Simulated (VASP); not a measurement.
# BP (I-4m2) in VASP: a series of runs

BP is run at these levels: r2SCAN; tasks: single point.

Everything below comes from runs of VASP 6.6.1. Logs are shortened: lines on timing, memory, paths and dates and some standing lists are left out, and cuts for length are marked.

### 1 The cell of the first run

Symmetry: I-4m2, No. 119, tetragonal system. The conventional cell has a = 3.209 Å, b = 3.209 Å, c = 4.742 Å, α = 90.00°, β = 90.00°, γ = 90.00°. B (site symmetry -4m2) has 4 P at 1.99 Å within 2.6 Å. P (site symmetry -4m2) has 4 B at 1.99 Å within 2.6 Å.

### 2 Single point, r2SCAN (strain +0.0450 x Voigt [0, 1, 0, 0, 0, 0])

Input file POSCAR:

```
BP
1.0
    0.0000000000      2.3711050000      2.2690000000
    2.2690000000      0.0000000000      2.2690000000
    2.2690000000      2.3711050000      0.0000000000
B P
1 1
Direct
    0.0000000000      0.0000000000      0.0000000000
    0.7500000000      0.7500000000      0.7500000000
```

Input file INCAR.step1:

```
SYSTEM = BP
ALGO = Normal ; EDIFF = 1E-4
ENCUT = 520 ; GGA = PE
ISMEAR = 0 ; LASPH = .True.
LCHARG = .False. ; LREAL = .False.
LWAVE = .True. ; NBANDS = 11
NELM = 100 ; PREC = Accurate
SIGMA = 0.05
```

Input file INCAR.step2:

```
SYSTEM = BP
ALGO = Normal ; EDIFF = 1E-6
ENCUT = 520 ; ISIF = 2
ISMEAR = 0 ; ISTART = 1
LASPH = .True. ; LCHARG = .False.
LMIXTAU = .True. ; LREAL = .False.
LWAVE = .False. ; METAGGA = R2SCAN
NBANDS = 11 ; NELM = 100
PREC = Accurate ; SIGMA = 0.05
```

Input file KPOINTS:

```
k-points
0
Gamma
  8 8 8
  0 0 0
```

Potentials or basis: VASP PAW PBE potentials, release 64 (B, P).

The run is started by

```sh
$ cat potpaw_PBE.64/B/POTCAR potpaw_PBE.64/P/POTCAR > POTCAR
$ cp INCAR.step1 INCAR
$ mpirun -np 1 vasp_std > vasp.out
$ cp INCAR.step2 INCAR
$ mpirun -np 1 vasp_std > vasp.out
```

OUTCAR:

```text
SYSTEM = BP
   EDIFF = 1E-6
   ENCUT = 520
   ISIF = 2
   ISMEAR = 0
   ISTART = 1
   LASPH = .True.
   LREAL = .False.
   METAGGA = R2SCAN
   NELM = 100
   PREC = Accurate

 ion  position               nearest neighbor table
   1  0.000  0.000  0.000-   2 1.99   2 1.99   2 1.99   2 1.99
   2  0.750  0.750  0.750-   1 1.99   1 1.99   1 1.99   1 1.99

  LATTYP: Found a body centered tetragonal cell.
 ALAT       =     3.2088505730
 C/A-ratio  =     1.4778531727

  Lattice vectors:

 A1 = (   0.0000000000,  -2.3711050000,   2.2690000000)
 A2 = (   0.0000000000,  -2.3711050000,  -2.2690000000)
 A3 = (   2.2690000000,   2.3711050000,   0.0000000000)

Analysis of symmetry for initial positions (statically):
=====================================================================
 Subroutine PRICEL returns:
 Original cell was already a primitive cell.

 Routine SETGRP: Setting up the symmetry group for a
 body centered tetragonal supercell.

 Subroutine GETGRP returns: Found  8 space group operations
 (whereof  8 operations were pure point group operations)
 out of a pool of 16 trial point group operations.

The static configuration has the point symmetry D_2d.

Analysis of symmetry for dynamics (positions and initial velocities):
=====================================================================
 Subroutine PRICEL returns:
 Original cell was already a primitive cell.

 Routine SETGRP: Setting up the symmetry group for a
 body centered tetragonal supercell.

 Subroutine GETGRP returns: Found  8 space group operations
 (whereof  8 operations were pure point group operations)
 out of a pool of 16 trial point group operations.

The dynamic configuration has the point symmetry D_2d.

 Subroutine INISYM returns: Found  8 space group operations
 (whereof  8 operations are pure point group operations),
 and found     1 'primitive' translations

----------------------------------------------------------------------------------------

                                     Primitive cell

  volume of cell :      24.4146

  direct lattice vectors                    reciprocal lattice vectors
     0.000000000  2.371105000  2.269000000    -0.220361393  0.210872146  0.220361393
     2.269000000  0.000000000  2.269000000     0.220361393 -0.210872146  0.220361393
     2.269000000  2.371105000  0.000000000     0.220361393  0.210872146 -0.220361393

  length of vectors
     3.281843982  3.208850573  3.281843982     0.376278286  0.376278286  0.376278286

  position of ions in fractional coordinates (direct lattice)
     0.000000000  0.000000000  0.000000000
     0.750000000  0.750000000  0.750000000

  ion indices of the primitive-cell ions
   primitive index   ion index
                 1           1
                 2           2

----------------------------------------------------------------------------------------

 KPOINTS: k-points

Automatic generation of k-mesh.
 Grid dimensions read from file:
 generate k-points for:    8    8    8

 Generating k-lattice:

  Cartesian coordinates                     Fractional coordinates (reciprocal lattice)
    -0.027545174  0.026359018  0.027545174     0.125000000  0.000000000 -0.000000000
     0.027545174 -0.026359018  0.027545174     0.000000000  0.125000000  0.000000000
     0.027545174  0.026359018 -0.027545174    -0.000000000  0.000000000  0.125000000

  Length of vectors
     0.047034786  0.047034786  0.047034786

  Shift w.r.t. Gamma in fractional coordinates (k-lattice)
     0.000000000  0.000000000  0.000000000

 Subroutine IBZKPT returns following result:
 ===========================================

 Found     59 irreducible k-points:

 Following reciprocal coordinates:
            Coordinates               Weight
  0.000000  0.000000  0.000000      1.000000
  0.125000  0.000000  0.000000      8.000000
  0.250000  0.000000  0.000000      8.000000
  0.375000  0.000000  0.000000      8.000000
  0.500000  0.000000  0.000000      4.000000
  0.125000  0.125000  0.000000      4.000000
[... 16 lines left out ...]
  0.250000  0.000000  0.125000      8.000000
  0.375000  0.000000  0.125000      8.000000
 [... further k-points ...]
   k-points           NKPTS =     59   k-points in BZ     NKDIM =     59   number of bands    NBANDS=     11
   number of dos      NEDOS =    301   number of ions     NIONS =      2
   total plane-waves  NPLWV =  13824
   dimension x,y,z NGX =    24 NGY =   24 NGZ =   24
   dimension x,y,z NGXF=    48 NGYF=   48 NGZF=   48
   ions per type =               1   1
   NGX,Y,Z   is equivalent  to a cutoff of  12.16, 12.43, 12.16 a.u.
   NGXF,Y,Z  is equivalent  to a cutoff of  24.32, 24.87, 24.32 a.u.
 SYSTEM =  BP
   PREC   = accura    normal or accurate (medium, high low for compatibility)
   ISTART =      1    job   : 0-new  1-cont  2-samecut
   ICHARG =      0    charge: 1-file 2-atom 10-const
   ISPIN  =      1    spin polarized calculation?
   LNONCOLLINEAR =      F non collinear calculations
   LSORBIT =      F    spin-orbit coupling
   LASPH  =      T    aspherical Exc in radial PAW
   ENCUT  =  520.0 eV  38.22 Ry    6.18 a.u.   6.10  5.97  6.10*2*pi/ulx,y,z
   NELM   =    100;   NELMIN=  2; NELMDL=  0     # of ELM steps
   EDIFF  = 0.1E-05   stopping-criterion for ELM
   LREAL  =      F    real-space projection
   EDIFFG = 0.1E-04   stopping-criterion for IOM
   NSW    =      0    number of steps for IOM
   IBRION =     -1    ionic relax: 0-MD 1-quasi-New 2-CG
   NFREE  =      0    steps in history (QN), initial steepest desc. (CG)
   ISIF   =      2    stress and relaxation
   ISYM   =      2    0-nonsym 1-usesym 2-fastsym
   POTIM  = 0.5000    time-step for ionic-motion
   TEBEG  =    0.0;   TEEND  =   0.0 temperature during run
   PSTRESS=    0.0 pullay stress
   NELECT =       8.0000    total number of electrons
   NUPDOWN=      -1.0000    fix difference up-down
   EMIN   =  10.00;   EMAX   =-10.00  energy-range for DOS
   EFERMI =   0.00;   METHOD = LEGACY
   ISMEAR =     0;   SIGMA  =   0.05  broadening in eV -4-tet -1-fermi 0-gaus
   EFERMI_NEDOS =   21; number of points for ismear=-14 and -15
   IALGO  =     38    algorithm
   IMIX   =      4    mixing-type and parameters
     AMIX     =   0.40;   BMIX     =  1.00
     AMIX_MAG =   1.60;   BMIX_MAG =  1.00
  volume/ion in A,a.u.               =      12.21        82.38
  Fermi-wavevector in a.u.,A,eV,Ry     =   1.128639  2.132818 17.331443  1.273825
  Thomas-Fermi vector in A             =   2.265329
   LORBIT       =      0    0 simple, 1 ext, 2 COOP (PROOUT), +10 PAW based schemes
   METAGGA = R2SCAN    functional components
   LHFCALC =     F    Hartree Fock is set to
   AEXX    =    0.0000 exact exchange contribution
   IVDW    =     0    specifies the selected vdW correction
   LEPSILON=     F    determine dielectric tensor
   LRPA    =     F    only Hartree local field effects (RPA)
 non-spin polarized calculation
 Gauss-broadening in eV      SIGMA  =   0.05
  energy-cutoff  :      520.00
  volume of cell :       24.41
 maximum number of plane-waves:       668
   NGX = 13   NGY = 11   NGZ = 13

 number of electron       7.9999999 magnetization

 Free energy of the ion-electron system (eV)
  ---------------------------------------------------
  ext. energy  EPLUGINS =         0.00000000
  ---------------------------------------------------
  free energy    TOTEN  =       -17.25445117 eV

  energy without entropy =      -17.25445117  energy(sigma->0) =      -17.25445117

 E-fermi :   7.2788     XC(G=0): -11.3040

 val. band max:        7.0341726702   @ k =   0.0000   0.0000   0.0000
 cond. band min:       8.2182161412   @ k =   0.3750   0.3750   0.0000
 fundamental gap:      1.1840434711
 Fermi energy:         7.2788356832

 k-point     1 :       0.0000    0.0000    0.0000
  band No.  band energies     occupation
      1      -8.9825      2.00000
      2       6.5619      2.00000
      3       7.0342      2.00000
      4       7.0342      2.00000
      5      10.3756      0.00000
      6      10.3756      0.00000
      7      10.6436      0.00000
      8      14.1499      0.00000
      9      18.7548      0.00000
     10      18.9853      0.00000
     11      19.9958      0.00000

 k-point     2 :       0.1250    0.0000    0.0000
  band No.  band energies     occupation
      1      -8.6974      2.00000
      2       4.9550      2.00000
      3       6.2802      2.00000
      4       6.6216      2.00000
      5      10.8250      0.00000
      6      10.9995      0.00000
      7      11.2962      0.00000
      8      15.0441      0.00000
      9      18.0599      0.00000
     10      18.9901      0.00000
     11      19.8036      0.00000

 k-point     3 :       0.2500    0.0000    0.0000
  band No.  band energies     occupation
      1      -7.8627      2.00000
      2       1.9163      2.00000
      3       5.5045      2.00000
      4       5.9656      2.00000
      5      10.8534      0.00000
      6      11.9216      0.00000
      7      11.9632      0.00000
      8      16.7861      0.00000
      9      18.1303      0.00000
     10      18.4646      0.00000
     11      20.5190      0.00000

 k-point     4 :       0.3750    0.0000    0.0000
  band No.  band energies     occupation
      1      -6.5950      2.00000
      2      -0.8465      2.00000
      3       4.9624      2.00000
      4       5.5181      2.00000
      5      10.6159      0.00000
      6      11.9994      0.00000
      7      12.1495      0.00000
      8      17.6343      0.00000
      9      19.8634      0.00000
     10      19.9912      0.00000
     11      21.3265      0.00000
[... 239 lines left out ...]
 k-point    22 :       0.1250    0.0000    0.1250
  band No.  band energies     occupation
      1      -8.6231      2.00000
      2       5.2839      2.00000
      3       5.8730      2.00000
      4       5.8730      2.00000
      5      10.1160      0.00000
      6      11.9988      0.00000
      7      11.9988      0.00000
      8      14.6595      0.00000
      9      16.8641      0.00000
     10      20.0414      0.00000
     11      20.3846      0.00000

 k-point    23 :       0.2500    0.0000    0.1250
  band No.  band energies     occupation
      1      -7.9892      2.00000
      2       2.9632      2.00000
      3       5.1215      2.00000
      4       5.1582      2.00000
      5      10.4762      0.00000
      6      12.5763      0.00000
      7      13.1752      0.00000
      8      14.3389      0.00000
      9      17.9775      0.00000
     10      20.1868      0.00000
     11      21.2989      0.00000

 k-point    24 :       0.3750    0.0000    0.1250
  band No.  band energies     occupation
      1      -6.8599      2.00000
      2       0.2005      2.00000
      3       4.2087      2.00000
      4       4.7996      2.00000
      5      10.9260      0.00000
      6      12.4151      0.00000
      7      13.5024      0.00000
      8      15.4995      0.00000
      9      19.6387      0.00000
     10      21.0049      0.00000
     11      21.6849      0.00000

 [... further k-points ...]

------------------------ aborting loop because EDIFF is reached ----------------------------------------

  FORCE on cell =-STRESS in cart. coord.  units (eV):
  Direction    XX          YY          ZZ          XY          YZ          ZX
  --------------------------------------------------------------------------------------
  -------------------------------------------------------------------------------------
  Total       -0.4816070     -2.4462376     -0.4816070      0.0000000      0.0000000      0.0000000
  in kB      -31.6048413   -160.5311966    -31.6048413      0.0000000      0.0000000      0.0000000
  external PRESSURE =     -74.5802931 kB  Pullay stress =       0.0000000 kB

 VOLUME and BASIS-vectors are now :
 -----------------------------------------------------------------------------
  energy-cutoff  :      520.00
  volume of cell :       24.41
      direct lattice vectors                 reciprocal lattice vectors
     0.000000000  2.371105000  2.269000000    -0.220361393  0.210872146  0.220361393
     2.269000000  0.000000000  2.269000000     0.220361393 -0.210872146  0.220361393
     2.269000000  2.371105000  0.000000000     0.220361393  0.210872146 -0.220361393

 POSITION                                       TOTAL-FORCE (eV/Angst)
 -----------------------------------------------------------------------------------
      0.00000      0.00000      0.00000        -0.000000      0.000000      0.000000
      3.40350      3.55666      3.40350         0.000000     -0.000000     -0.000000
 -----------------------------------------------------------------------------------
    total drift:                               -0.000000     -0.000000     -0.000000

  FREE ENERGIE OF THE ION-ELECTRON SYSTEM (eV)
  ---------------------------------------------------
  free  energy   TOTEN  =       -17.2544511660 eV

  energy  without entropy=      -17.2544511660  energy(sigma->0) =      -17.25445117
```

Run time: 66 s. Hardware: 1 thread of Intel Xeon 8259CL, shared host; peak memory 0.14 GiB.

Results:

* Free energy: -17.2545 eV
* Pressure: -7.5 GPa
* Band gap on the k mesh: 1.18 eV, indirect (least direct gap 3.34 eV)

Stress tensor (GPa, compression positive):
```
 -3.16   0.00   0.00
  0.00 -16.05   0.00
  0.00   0.00  -3.16
```

Levels at points of the mesh, in eV from the valence-band top:
```
           k point  band 1  band 2  band 3  band 4  band 5  band 6  band 7  band 8  band 9
(0.00, 0.00, 0.00)  -16.02   -0.47    0.00    0.00    3.34    3.34    3.61    7.12   11.72
(0.50, 0.00, 0.00)  -12.69   -9.34   -2.26   -1.67    3.47    4.88    5.06   10.61   14.76
(0.50, 0.50, 0.00)  -10.95   -8.92   -4.53   -4.44    1.31    1.59   11.94   12.84   15.50
(0.50, 0.00, 0.50)  -11.38   -9.30   -4.02   -4.02    1.80    2.21   12.47   12.47   15.33
```

Caveat: the cell differs from its parent crystal (strain +0.0450 x Voigt [0, 1, 0, 0, 0, 0]); the PAW data sets were made with another functional, which shifts forces and pressure a little.

### 3 Single point, r2SCAN (strain +0.0600 x Voigt [0, 1, 0, 0, 0, 0])

Input file POSCAR:

```
BP
1.0
    0.0000000000      2.4051400000      2.2690000000
    2.2690000000      0.0000000000      2.2690000000
    2.2690000000      2.4051400000      0.0000000000
B P
1 1
Direct
    0.0000000000      0.0000000000      0.0000000000
    0.7500000000      0.7500000000      0.7500000000
```

Input file INCAR.step1:

```
PREC     = Accurate       # precision mode
ENCUT    = 520            # plane-wave cutoff, eV
ISMEAR   = 0              # smearing method
SIGMA    = 0.05           # smearing width, eV
LREAL    = F              # projectors in reciprocal space
LASPH    = T              # aspherical terms in the spheres
NELM     = 100            # most SCF steps
NBANDS   = 11             # bands
GGA      = PE             # functional
ALGO     = Normal         # electronic algorithm
EDIFF    = 1E-4           # SCF threshold, eV
LWAVE    = T              # write WAVECAR
LCHARG   = F              # write CHGCAR
```

Input file INCAR.step2:

```
PREC     = Accurate       # precision mode
ENCUT    = 520            # plane-wave cutoff, eV
EDIFF    = 1E-6           # SCF threshold, eV
ISMEAR   = 0              # smearing method
SIGMA    = 0.05           # smearing width, eV
LREAL    = F              # projectors in reciprocal space
LASPH    = T              # aspherical terms in the spheres
NELM     = 100            # most SCF steps
ALGO     = Normal         # electronic algorithm
ISIF     = 2              # what is computed and relaxed
LWAVE    = F              # write WAVECAR
LCHARG   = T              # write CHGCAR
METAGGA  = R2SCAN         # meta-GGA
LMIXTAU  = T            
LELF     = T              # ELF
LVHAR    = T            
NBANDS   = 11             # bands
ISTART   = 1
```

Input file KPOINTS:

```
Automatic mesh
0
Gamma
  8 8 8
```

Potentials or basis: VASP PAW PBE potentials, release 64 (B, P).

The run is started by

```sh
$ cat potpaw_PBE.64/B/POTCAR potpaw_PBE.64/P/POTCAR > POTCAR
$ cp INCAR.step1 INCAR
$ mpirun -np 1 vasp_std > vasp.out
$ cp INCAR.step2 INCAR
$ mpirun -np 1 vasp_std > vasp.out
```

It took 2 min on 1 thread of Intel Xeon 8259CL, shared host; peak memory 0.16 GiB.

It converged, with:

- Free energy: -17.2144 eV
- Pressure: -9.4 GPa
- Band gap on the k mesh: 1.09 eV, indirect (least direct gap 3.25 eV)

Stress tensor (GPa, compression positive):
```
 -3.70   0.00   0.00
  0.00 -20.81   0.00
  0.00   0.00  -3.70
```

Levels at points of the mesh, in eV from the valence-band top:
```tsv
k point	band 2	band 3	band 4	band 5	band 6	band 7
(0.00, 0.00, 0.00)	-0.63	0.00	0.00	3.25	3.25	3.60
(0.50, 0.00, 0.00)	-9.29	-2.39	-1.61	3.21	4.89	5.06
(0.50, 0.50, 0.00)	-8.86	-4.58	-4.46	1.23	1.49	11.58
(0.50, 0.00, 0.50)	-9.36	-3.92	-3.92	1.89	2.31	12.26
```

Caveat: the cell differs from its parent crystal (strain +0.0600 x Voigt [0, 1, 0, 0, 0, 0]); the PAW data sets were made with another functional, which shifts forces and pressure a little. A k mesh can miss the band edges.

### 4 Single point, r2SCAN (strain +0.0525 x Voigt [0, 1, 0, 0, 0, 0])

Input file POSCAR:

```
BP
1.0
    0.0000000000      2.3881225000      2.2690000000
    2.2690000000      0.0000000000      2.2690000000
    2.2690000000      2.3881225000      0.0000000000
B P
1 1
Direct
    0.0000000000      0.0000000000      0.0000000000
    0.7500000000      0.7500000000      0.7500000000
```

Input file INCAR.step1:

```
SYSTEM = BP
PREC = Accurate ; ENCUT = 520
ISMEAR = 0 ; SIGMA = 0.05
LREAL = .FALSE. ; LASPH = .TRUE.
NELM = 60 ; NBANDS = 11
GGA = PE ; ALGO = Normal
EDIFF = 1E-4 ; LWAVE = .TRUE.
LCHARG = .FALSE.
```

Input file INCAR.step2:

```
SYSTEM = BP
PREC = Accurate ; ENCUT = 520
EDIFF = 1E-6 ; ISMEAR = 0
SIGMA = 0.05 ; LREAL = .FALSE.
LASPH = .TRUE. ; NELM = 60
ALGO = Normal ; ISIF = 2
LWAVE = .FALSE. ; LCHARG = .FALSE.
METAGGA = R2SCAN ; LMIXTAU = .TRUE.
NBANDS = 11 ; ISTART = 1
```

Input file KPOINTS:

```
Automatic mesh
0
G
  8 8 8
  0 0 0
```

The run is started by

```sh
$ cat potpaw_PBE.64/B/POTCAR potpaw_PBE.64/P/POTCAR > POTCAR
$ cp INCAR.step1 INCAR
$ mpirun -np 1 vasp_std > vasp.out
$ cp INCAR.step2 INCAR
$ mpirun -np 1 vasp_std > vasp.out
```

It took 62 s on 1 thread of Intel Xeon 8259CL, shared host; peak memory 0.14 GiB.

The run converged. Its results:

```
Free energy            : -17.2357 eV
Pressure               : -8.5 GPa
Band gap on the k mesh : 1.14 eV, indirect (least direct gap 3.29 eV)
```

Stress tensor (GPa, compression positive):
```
 -3.45   0.00   0.00
  0.00 -18.46   0.00
  0.00   0.00  -3.45
```

Levels at points of the mesh, in eV from the valence-band top:
| k point | band 1 | band 2 | band 3 | band 4 | band 5 | band 6 | band 7 | band 8 | band 9 |
| --- | --- | --- | --- | --- | --- | --- | --- | --- | --- |
| (0.00, 0.00, 0.00) | -15.98 | -0.55 | 0.00 | 0.00 | 3.29 | 3.29 | 3.61 | 6.96 | 11.57 |
| (0.50, 0.00, 0.00) | -12.68 | -9.31 | -2.32 | -1.64 | 3.34 | 4.88 | 5.06 | 10.56 | 14.65 |
| (0.50, 0.50, 0.00) | -10.93 | -8.89 | -4.55 | -4.45 | 1.27 | 1.54 | 11.76 | 12.78 | 15.32 |
| (0.50, 0.00, 0.50) | -11.42 | -9.33 | -3.97 | -3.97 | 1.85 | 2.26 | 12.36 | 12.36 | 15.16 |

Caveat: the cell differs from its parent crystal (strain +0.0525 x Voigt [0, 1, 0, 0, 0, 0]); the PAW data sets were made with another functional, which shifts forces and pressure a little. A k mesh can miss the band edges.

### 5 Overview

| cell | gap on the mesh (eV) | pressure (GPa) |
| --- | --- | --- |
| a = 3.282, b = 3.209 Å, angles 60.7, 58.5, 60.7°, 2 atoms | 1.18 | -7.5 |
| a = 3.307, b = 3.209 Å, angles 61.0, 58.1, 61.0°, 2 atoms | 1.09 | -9.4 |
| a = 3.294, b = 3.209 Å, angles 60.9, 58.3, 60.9°, 2 atoms | 1.14 | -8.5 |

Alike in all rows: task single point; level r2SCAN; potentials or basis VASP PAW PBE potentials, release 64 (B, P); no spin polarisation; k mesh 8 × 8 × 8; cutoff (eV) 520; smearing gaussian 0.05 eV.

Caveats: the PAW data sets were made with another functional, which shifts forces and pressure a little.

Absolute energies hang on the potentials; compare differences alone.
